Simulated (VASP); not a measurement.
# Os (P6_3/mmc) in VASP: relaxation of cell and atoms with PBEsol

Aim: the relaxation of cell and atoms of Os with PBEsol.

Program: VASP 6.6.1. These are calculated values, not measurements. Logs are shortened: lines on timing, memory, paths and dates and some standing lists are left out, and cuts for length are marked.

### Step 1. The cell of the first run

It takes space group P6_3/mmc (No. 194, hexagonal). The conventional cell has a = 2.700 Å, b = 2.700 Å, c = 4.409 Å, α = 90.00°, β = 90.00°, γ = 120.00°. Os (site symmetry -6m2) has 12 Os at 2.70 Å within 3.6 Å.

### Step 2. Relaxation of cell and atoms, PBEsol

Contents of INCAR:

```
PREC = Accurate
ENCUT = 600
EDIFF = 1E-6
ISMEAR = -1
SIGMA = 0.05
LREAL = F
LASPH = T
NELM = 80
ALGO = Normal
ISIF = 3
LWAVE = F
LCHARG = F
GGA = PS
IBRION = 2
NSW = 80
EDIFFG = -0.03
```

Contents of KPOINTS:

```
Automatic mesh
0
Gamma
  18 18 10
```

Contents of POSCAR:

```
Os
1.0
    2.7000000000      0.0000000000      0.0000000000
   -1.3500000000      2.3382685902      0.0000000000
    0.0000000000      0.0000000000      4.4091000000
Os
2
Direct
    0.3333333333      0.6666666667      0.2500000000
    0.6666666667      0.3333333333      0.7500000000
```

Potentials or basis: VASP PAW PBE potentials, release 64 (Os).

Command:

```
> cat potpaw_PBE.64/Os/POTCAR > POTCAR
> mpirun -np 1 vasp_std > vasp.out
```

OUTCAR:

```text
PREC = Accurate
   ENCUT = 600
   EDIFF = 1E-6
   ISMEAR = -1
   LREAL = F
   LASPH = T
   NELM = 80
   ISIF = 3
   GGA = PS
   IBRION = 2
   NSW = 80
   EDIFFG = -0.03

 ion  position               nearest neighbor table
   1  0.333  0.667  0.250-   2 2.70   2 2.70   2 2.70   2 2.70   2 2.70   2 2.70
   2  0.667  0.333  0.750-   1 2.70   1 2.70   1 2.70   1 2.70   1 2.70   1 2.70

  LATTYP: Found a hexagonal cell.
 ALAT       =     2.7000000000
 C/A-ratio  =     1.6330000000

  Lattice vectors:

 A1 = (   2.7000000000,   0.0000000000,   0.0000000000)
 A2 = (  -1.3500000000,   2.3382685902,   0.0000000000)
 A3 = (   0.0000000000,   0.0000000000,   4.4091000000)

Analysis of symmetry for initial positions (statically):
=====================================================================
 Subroutine PRICEL returns:
 Original cell was already a primitive cell.

 Routine SETGRP: Setting up the symmetry group for a
 hexagonal supercell.

 Subroutine GETGRP returns: Found 24 space group operations
 (whereof 12 operations were pure point group operations)
 out of a pool of 24 trial point group operations.

The static configuration has the point symmetry D_3d.
 The point group associated with its full space group is D_6h.

Analysis of symmetry for dynamics (positions and initial velocities):
=====================================================================
 Subroutine PRICEL returns:
 Original cell was already a primitive cell.

 Routine SETGRP: Setting up the symmetry group for a
 hexagonal supercell.

 Subroutine GETGRP returns: Found 24 space group operations
 (whereof 12 operations were pure point group operations)
 out of a pool of 24 trial point group operations.

The dynamic configuration has the point symmetry D_3d.
 The point group associated with its full space group is D_6h.

 Subroutine INISYM returns: Found 24 space group operations
 (whereof 12 operations are pure point group operations),
 and found     1 'primitive' translations

----------------------------------------------------------------------------------------

                                     Primitive cell

  volume of cell :      27.8361

  direct lattice vectors                    reciprocal lattice vectors
     2.700000000  0.000000000  0.000000000     0.370370370  0.213833433  0.000000000
    -1.350000000  2.338268590  0.000000000     0.000000000  0.427666866  0.000000000
     0.000000000  0.000000000  4.409100000     0.000000000  0.000000000  0.226803656

  length of vectors
     2.700000000  2.700000000  4.409100000     0.427666866  0.427666866  0.226803656

  position of ions in fractional coordinates (direct lattice)
     0.333333333  0.666666667  0.250000000
     0.666666667  0.333333333  0.750000000

  ion indices of the primitive-cell ions
   primitive index   ion index
                 1           1
                 2           2

----------------------------------------------------------------------------------------

 KPOINTS: Automatic mesh

Automatic generation of k-mesh.
 Grid dimensions read from file:
 generate k-points for:   18   18   10

 Generating k-lattice:

  Cartesian coordinates                     Fractional coordinates (reciprocal lattice)
     0.020576132  0.011879635  0.000000000     0.055555556  0.000000000  0.000000000
     0.000000000  0.023759270  0.000000000     0.000000000  0.055555556  0.000000000
     0.000000000  0.000000000  0.022680366     0.000000000  0.000000000  0.100000000

  Length of vectors
     0.023759270  0.023759270  0.022680366

  Shift w.r.t. Gamma in fractional coordinates (k-lattice)
     0.000000000  0.000000000  0.000000000

 Subroutine IBZKPT returns following result:
 ===========================================

 Found    222 irreducible k-points:

 Following reciprocal coordinates:
            Coordinates               Weight
  0.000000  0.000000  0.000000      1.000000
  0.055556  0.000000  0.000000      6.000000
  0.111111  0.000000  0.000000      6.000000
  0.166667  0.000000  0.000000      6.000000
  0.222222 -0.000000  0.000000      6.000000
  0.277778 -0.000000  0.000000      6.000000
[... 16 lines left out ...]
  0.333333  0.111111  0.000000     12.000000
  0.388889  0.111111  0.000000     12.000000
 [... further k-points ...]
   k-points           NKPTS =    222   k-points in BZ     NKDIM =    222   number of bands    NBANDS=     12
   number of dos      NEDOS =    301   number of ions     NIONS =      2
   total plane-waves  NPLWV =  20736
   dimension x,y,z NGX =    24 NGY =   24 NGZ =   36
   dimension x,y,z NGXF=    48 NGYF=   48 NGZF=   72
   ions per type =               2
   NGX,Y,Z   is equivalent  to a cutoff of  14.78, 14.78, 13.57 a.u.
   NGXF,Y,Z  is equivalent  to a cutoff of  29.55, 29.55, 27.15 a.u.
 SYSTEM =  unknown system
   PREC   = accura    normal or accurate (medium, high low for compatibility)
   ISTART =      0    job   : 0-new  1-cont  2-samecut
   ICHARG =      2    charge: 1-file 2-atom 10-const
   ISPIN  =      1    spin polarized calculation?
   LNONCOLLINEAR =      F non collinear calculations
   LSORBIT =      F    spin-orbit coupling
   LASPH  =      T    aspherical Exc in radial PAW
   ENCUT  =  600.0 eV  44.10 Ry    6.64 a.u.   5.39  5.39  8.81*2*pi/ulx,y,z
   NELM   =     80;   NELMIN=  2; NELMDL= -5     # of ELM steps
   EDIFF  = 0.1E-05   stopping-criterion for ELM
   LREAL  =      F    real-space projection
   EDIFFG = -.3E-01   stopping-criterion for IOM
   NSW    =     80    number of steps for IOM
   IBRION =      2    ionic relax: 0-MD 1-quasi-New 2-CG
   NFREE  =      1    steps in history (QN), initial steepest desc. (CG)
   ISIF   =      3    stress and relaxation
   ISYM   =      2    0-nonsym 1-usesym 2-fastsym
   POTIM  = 0.5000    time-step for ionic-motion
   TEBEG  =    0.0;   TEEND  =   0.0 temperature during run
   PSTRESS=    0.0 pullay stress
   NELECT =      16.0000    total number of electrons
   NUPDOWN=      -1.0000    fix difference up-down
   EMIN   =  10.00;   EMAX   =-10.00  energy-range for DOS
   EFERMI =   0.00;   METHOD = LEGACY
   ISMEAR =    -1;   SIGMA  =   0.05  broadening in eV -4-tet -1-fermi 0-gaus
   EFERMI_NEDOS =   21; number of points for ismear=-14 and -15
   IALGO  =     38    algorithm
   IMIX   =      4    mixing-type and parameters
     AMIX     =   0.40;   BMIX     =  1.00
     AMIX_MAG =   1.60;   BMIX_MAG =  1.00
  volume/ion in A,a.u.               =      13.92        93.92
  Fermi-wavevector in a.u.,A,eV,Ry     =   1.361169  2.572237 25.208625  1.852782
  Thomas-Fermi vector in A             =   2.487768
   LORBIT       =      0    0 simple, 1 ext, 2 COOP (PROOUT), +10 PAW based schemes
   GGA     = PS    functional components
   LHFCALC =     F    Hartree Fock is set to
   AEXX    =    0.0000 exact exchange contribution
   IVDW    =     0    specifies the selected vdW correction
   LEPSILON=     F    determine dielectric tensor
   LRPA    =     F    only Hartree local field effects (RPA)
 conjugate gradient relaxation of ions
 non-spin polarized calculation
  energy-cutoff  :      600.00
  volume of cell :       27.84
 maximum number of plane-waves:       966
 NGX is ok and might be reduce to    24
   NGX = 11   NGY = 11   NGZ = 17

--------------------------------------- Ionic step        1  -------------------------------------------

 number of electron      16.0000000 magnetization

 Free energy of the ion-electron system (eV)
  ---------------------------------------------------
  ext. energy  EPLUGINS =         0.00000000
  ---------------------------------------------------
  free energy    TOTEN  =       -24.45202490 eV

  energy without entropy =      -24.44296945  energy(sigma->0) =      -24.44749717

------------------------ aborting loop because EDIFF is reached ----------------------------------------

  FORCE on cell =-STRESS in cart. coord.  units (eV):
  Direction    XX          YY          ZZ          XY          YZ          ZX
  --------------------------------------------------------------------------------------
  -------------------------------------------------------------------------------------
  Total        1.1074545      1.1074545     -2.3702374     -0.0000000     -0.0000000      0.0000000
  in kB       63.7423934     63.7423934   -136.4251130     -0.0000000     -0.0000000      0.0000000
  external PRESSURE =      -2.9801088 kB  Pullay stress =       0.0000000 kB

 VOLUME and BASIS-vectors are now :
 -----------------------------------------------------------------------------
  energy-cutoff  :      600.00
  volume of cell :       27.84
      direct lattice vectors                 reciprocal lattice vectors
     2.700000000  0.000000000  0.000000000     0.370370370  0.213833433  0.000000000
    -1.350000000  2.338268590  0.000000000     0.000000000  0.427666866  0.000000000
     0.000000000  0.000000000  4.409100000     0.000000000  0.000000000  0.226803656
[... 145 lines left out ...]
 POSITION                                       TOTAL-FORCE (eV/Angst)
 -----------------------------------------------------------------------------------
     -0.00000      1.57859      1.07998         0.000000     -0.000000      0.000000
      1.36710      0.78929      3.23993        -0.000000      0.000000      0.000000
 -----------------------------------------------------------------------------------
    total drift:                               -0.000000      0.000000     -0.000000

  FREE ENERGIE OF THE ION-ELECTRON SYSTEM (eV)
  ---------------------------------------------------
  free  energy   TOTEN  =       -24.4878026716 eV

  energy  without entropy=      -24.4760625200  energy(sigma->0) =      -24.48193260

--------------------------------------- Ionic step        6  -------------------------------------------

 number of electron      16.0000001 magnetization

 Free energy of the ion-electron system (eV)
  ---------------------------------------------------
  ext. energy  EPLUGINS =         0.00000000
  ---------------------------------------------------
  free energy    TOTEN  =       -24.48884812 eV

  energy without entropy =      -24.47720427  energy(sigma->0) =      -24.48302619

 E-fermi :   9.3922     XC(G=0): -14.1854

 val. band max:        9.3834242009   @ k =   0.0000   0.0000   0.0000
 cond. band min:       9.3974138684   @ k =   0.4444   0.1111   0.4000
 fundamental gap:      0.0139896675
 Fermi energy:         9.3921845923

 k-point     1 :       0.0000    0.0000    0.0000
  band No.  band energies     occupation
      1      -1.6542      2.00000
      2       1.5121      2.00000
      3       6.2965      2.00000
      4       6.2965      2.00000
      5       6.5516      2.00000
      6       7.1491      2.00000
      7       7.1491      2.00000
      8       7.8177      2.00000
      9       7.8177      2.00000
     10       9.3834      1.08738
     11      11.0994      0.00000
     12      11.0994      0.00000

 k-point     2 :       0.0556    0.0000    0.0000
  band No.  band energies     occupation
      1      -1.5278      2.00000
      2       1.6253      2.00000
      3       6.0058      2.00000
      4       6.4082      2.00000
      5       6.8071      2.00000
      6       7.0717      2.00000
      7       7.2534      2.00000
      8       7.6641      2.00000
      9       7.7259      2.00000
     10       8.7835      1.99999
     11      11.1638      0.00000
     12      11.8849      0.00000
[... 316 lines left out ...]
 k-point    24 :       0.3889    0.1111    0.0000
  band No.  band energies     occupation
      1       2.5023      2.00000
      2       2.6183      2.00000
      3       2.9540      2.00000
      4       5.7381      2.00000
      5       5.8291      2.00000
      6       6.7351      2.00000
      7       7.4399      2.00000
      8      10.9936      0.00000
      9      11.4335      0.00000
     10      11.9260      0.00000
     11      13.3386      0.00000
     12      16.3708      0.00000

 [... further k-points ...]
[... 5 lines left out ...]
  --------------------------------------------------------------------------------------
  -------------------------------------------------------------------------------------
  Total       -0.0061853     -0.0061853      0.0222343     -0.0000000      0.0000000      0.0000000
  in kB       -0.3561843     -0.3561843      1.2803778     -0.0000000      0.0000000      0.0000000
  external PRESSURE =       0.1893364 kB  Pullay stress =       0.0000000 kB

 VOLUME and BASIS-vectors are now :
 -----------------------------------------------------------------------------
  energy-cutoff  :      600.00
  volume of cell :       27.82
      direct lattice vectors                 reciprocal lattice vectors
     2.729114032 -0.000000000  0.000000000     0.366419281  0.211552270  0.000000000
    -1.364557016  2.363482081 -0.000000000     0.000000000  0.423104541  0.000000000
     0.000000000 -0.000000000  4.313416094    -0.000000000  0.000000000  0.231834810

 POSITION                                       TOTAL-FORCE (eV/Angst)
 -----------------------------------------------------------------------------------
     -0.00000      1.57565      1.07835        -0.000000      0.000000      0.000000
      1.36456      0.78783      3.23506         0.000000     -0.000000      0.000000
 -----------------------------------------------------------------------------------
    total drift:                               -0.000000      0.000000     -0.000000

  FREE ENERGIE OF THE ION-ELECTRON SYSTEM (eV)
  ---------------------------------------------------
  free  energy   TOTEN  =       -24.4888481218 eV

  energy  without entropy=      -24.4772042671  energy(sigma->0) =      -24.48302619

 reached required accuracy - stopping structural energy minimisation
```

Wall time 2.8 min (1 thread of Intel Xeon Platinum 8259CL at 2.50GHz (Skylake/Cascade Lake), shared host); peak memory 0.23 GiB.

Results:

* Free energy: -24.4888 eV
* Relaxed volume: 13.91 Å³/atom
* Relaxed cell: a = 2.729 Å, b = 2.729 Å, c = 4.313 Å, α = 90.00°, β = 90.00°, γ = 120.00°
* Space group after relaxing (to 0.05 Å): P6_3/mmc (No. 194)
* Energy gained by relaxing: 18.4 meV/atom
* Ionic steps: 6
* Pressure after relaxing: 0.0 GPa
* Band gap on the k mesh: zero (band 8 reaches 11.46 eV, above the bottom of band 9 at 7.47 eV)

Stress tensor (GPa, compression positive):
```
-0.04  0.00  0.00
 0.00 -0.04  0.00
 0.00  0.00  0.13
```

The path:
| step | energy change (eV) | largest force (eV/Å) | pressure (GPa) | volume (Å³) |
| --- | --- | --- | --- | --- |
| 1 | 0.0000 | 0.0000 | -0.30 | 27.84 |
| 2 | 0.0581 | 0.0000 | 4.98 | 27.67 |
| 3 | -0.0368 | 0.0000 | 0.57 | 27.79 |
| 4 | -0.0368 | 0.0000 | 0.60 | 27.79 |
| 5 | -0.0358 | 0.0000 | -2.26 | 27.97 |
| 6 | -0.0368 | 0.0000 | 0.02 | 27.82 |

Final structure:
```
Os
1.0
     2.72911    0.00000    0.00000
    -1.36456    2.36348    0.00000
     0.00000    0.00000    4.31342
Os
2
Direct
  0.33333 0.66667 0.25000
  0.66667 0.33333 0.75000
```

Caveat: the PAW data sets were made with another functional, which shifts forces and pressure a little; spin-orbit coupling is left out, which moves the levels of the heavy elements.
